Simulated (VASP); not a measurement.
Here is a VASP 6.6.1 calculation.

File INCAR:

```
PREC = Accurate ; ENCUT = 520
EDIFF = 1E-6 ; ISMEAR = 0
SIGMA = 0.05 ; LREAL = F
LASPH = T ; NELM = 150
ALGO = Normal ; ISIF = 2
LWAVE = F ; LCHARG = F
ISPIN = 2 ; MAGMOM = 0 0 0 0 0 0 0 0 2
LORBIT = 11 ; LDIPOL = T
IDIPOL = 3 ; DIPOL = 0.5 0.5 0.333
GGA = PE ; NBANDS = 32
```

File KPOINTS:

```
Automatic mesh
0
Gamma
  7 4 1
```

Contents of POSCAR:

```
Si
1.0
    3.8510822285      0.0000000000      0.0000000000
    0.0000000000      6.3646810443      0.0000000000
    0.0000000000      0.0000000000     19.7525435318
Si
9
Direct
    0.0000000000      0.9370679282      0.2025055656
    0.0000000000      0.5629320718      0.2025055656
    0.5000000000      0.4370679282      0.2587875163
    0.5000000000      0.0629320718      0.2587875163
    0.5000000000      0.9333044702      0.3720589482
    0.5000000000      0.5666955298      0.3720589482
    0.0000000000      0.4259907587      0.4177964989
    0.0000000000      0.0740092413      0.4177964989
    0.5000000000      0.9259907587      0.4950494391
```

Potentials or basis: VASP PAW PBE potentials, release 64 (Si).

Command:

```bash
$ cat potpaw_PBE.64/Si/POTCAR > POTCAR
$ mpirun -np 1 vasp_std > vasp.out
```

Q: Estimate the site moments.

A: Si +0.05, -0.01, +0.02, +0.01, +0.11 (each value once) μB.

Q: Estimate the net moment.

A: 0.77 μB per cell.

Q: Estimate the largest force.

A: 1.416 eV/Å.

Forces on the atoms (eV/Å):
```
Si   0.000 -0.511  0.356
Si   0.000  0.563  0.692
Si   0.000 -0.020 -0.834
Si   0.000 -0.069 -0.654
Si   0.000 -0.741 -1.206
Si   0.000  0.048  0.096
Si   0.000  0.791  0.318
Si   0.000 -0.104  1.235
Si   0.000  0.043 -0.003
```

Caveat: a moment this small can come from the mesh or the smearing.
